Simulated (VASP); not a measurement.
A run of VASP 6.6.1:

The input INCAR:

```
SYSTEM = WC
PREC = Accurate
ENCUT = 520
EDIFF = 1E-6
ISMEAR = -1
SIGMA = 0.24
LREAL = Auto
LASPH = .TRUE.
NELM = 80
ALGO = Normal
ISIF = 2
LWAVE = .FALSE.
LCHARG = .FALSE.
GGA = PE
IVDW = 12
NBANDS = 86
```

KPOINTS

```
regular mesh
0
G
  2 2 2
  0 0 0
```

File POSCAR:

```
WC
1.0
   -2.9891740000     -5.1774000000      0.0000000000
    4.4837600000     -2.5887000000      0.0000000000
    0.0000000000      0.0000000000      5.8493330000
W C
8 8
Direct
    0.7555026746      0.5429213321      0.0319523611
    0.7246897441      0.5043810866      0.4983987063
    0.4905373539     -0.0127122093     -0.0010941418
    0.4920073158     -0.0043723401      0.5073398967
    0.2253104818      0.5287509220      0.0219854127
    0.2618297809      0.4928352038      0.5288124304
   -0.0075925066      0.0115538469      0.0120697522
    0.0011996919      0.0063308669      0.4965523420
    0.4598213801      0.6817015438      0.2029120243
    0.4566484588      0.6511949123      0.7926715747
    0.2474683518      0.1506382953      0.2212389002
    0.2092864311      0.1636112456      0.7459312028
   -0.0099291001      0.6702232484      0.2625256589
    0.0170781664      0.6771659525      0.7761739672
    0.6814459028      0.1852597764      0.2507123462
    0.7502122557      0.1285784630      0.7061659851
```

Potentials or basis: VASP PAW PBE potentials, release 64 (W_sv, C).

Command:

```sh
$ cat potpaw_PBE.64/W_sv/POTCAR potpaw_PBE.64/C/POTCAR > POTCAR
$ mpirun -np 1 vasp_std > vasp.out
```

Hardware: 1 thread of Intel Xeon 8259CL (shared host).

**Question.** How long does it take, and how much memory?

**Answer.** It took 7.2 min on 1 thread of Intel Xeon 8259CL (shared host), peak memory 0.33 GiB. Counts: scf iterations 17, k points 8.
